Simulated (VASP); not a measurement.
Wanted: the native input for a VASP 6.6.1 run.

| Item | Value |
| --- | --- |
| Task | single point |
| Functional | PBE |
| Potentials or basis | VASP PAW PBE potentials, release 64 (Cd, Te) |
| Cutoff | 500 eV |
| k mesh | 4 × 4 × 4 |
| Occupations | gaussian, width 0.01 eV |
| Spin | no spin polarisation |
| Dipole correction | no |
| Further INCAR settings | ALGO = Normal; EDIFF = 1e-06; NBANDS = 16 |

The structure of CdTe lies in POSCAR:

```
CdTe
1.0
    0.0000000000      3.2799012452      3.2985966823
    3.2799012452      0.0000000000      3.2985966823
    3.2799012452      3.2799012452      0.0000000000
Cd Te
1 1
Direct
    0.0000000000      0.0000000000      0.0000000000
    0.2500000000      0.2500000000      0.2500000000
```

This cell differs from its parent crystal: uniaxial z strain +0.6%.

One way to write it, as run:

INCAR

```
SYSTEM = CdTe
PREC     = Accurate       ! precision mode
ENCUT    = 500            ! plane-wave cutoff, eV
EDIFF    = 1E-6           ! SCF threshold, eV
ISMEAR   = 0              ! smearing method
SIGMA    = 0.01           ! smearing width, eV
LREAL    = .False.        ! projectors in reciprocal space
LASPH    = .True.         ! aspherical terms in the spheres
NELM     = 120            ! most SCF steps
ALGO     = Normal         ! electronic algorithm
ISIF     = 2              ! what is computed and relaxed
LWAVE    = .False.        ! write WAVECAR
LCHARG   = .False.        ! write CHGCAR
GGA      = PE             ! functional
NBANDS   = 16             ! bands
GGA_COMPAT= .False.
```

KPOINTS

```
regular mesh
0
Gamma
  4 4 4
  0 0 0
```

Potentials or basis: VASP PAW PBE potentials, release 64 (Cd, Te).

Command:

```sh
$ cat potpaw_PBE.64/Cd/POTCAR potpaw_PBE.64/Te/POTCAR > POTCAR
$ mpirun -np 1 vasp_std > vasp.out
```

Results of the run:

```
Pressure               : 1.1 GPa
Band gap on the k mesh : 0.62 eV, direct
```

Caveat: the cell differs from its parent crystal (uniaxial z strain +0.6%); spin-orbit coupling is left out, which moves the levels of the heavy elements.

It took 9.2 s on 1 thread of Intel(R) Xeon(R) 6975P-C (Granite Rapids) (shared host), peak memory 0.21 GiB.
